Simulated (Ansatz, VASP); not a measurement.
**One calculation of SiNi, two programs**

```
Ni Si
1.0
     0.00000    2.34187    2.34187
     2.34187    0.00000    2.34187
     2.34187    2.34187    0.00000
Ni Si
1 1
Direct
  0.00000 0.00000 0.00000
  0.50000 0.50000 0.50000
```

Alike in both runs: functional PBEsol; k mesh 14 × 14 × 14; occupations fermi-dirac, width 0.08 eV; no spin polarisation.

Ansatz relaxed the structure, and its values are those at the end. VASP's run is a single point on that final structure, the one shown.

```csv
,VASP,Ansatz
version,VASP 6.6.1,Ansatz 0.2.0
potentials or method,"VASP PAW PBE potentials, release 64 (Ni, Si)","PAW with Ansatz's default frozen-core files, scalar-relativistic"
plane-wave cutoff (eV),520,420
valence electrons in the cell,14,22
```

|  | VASP | Ansatz | Ansatz less VASP |
| --- | --- | --- | --- |
| pressure (GPa) | 0.2 | 0.0 | -0.19 |

VASP's potentials were made for PBE, not for PBEsol. VASP's potentials hold 14 valence electrons a cell and Ansatz's 22, so a difference there can come from the potentials and not from the codes.
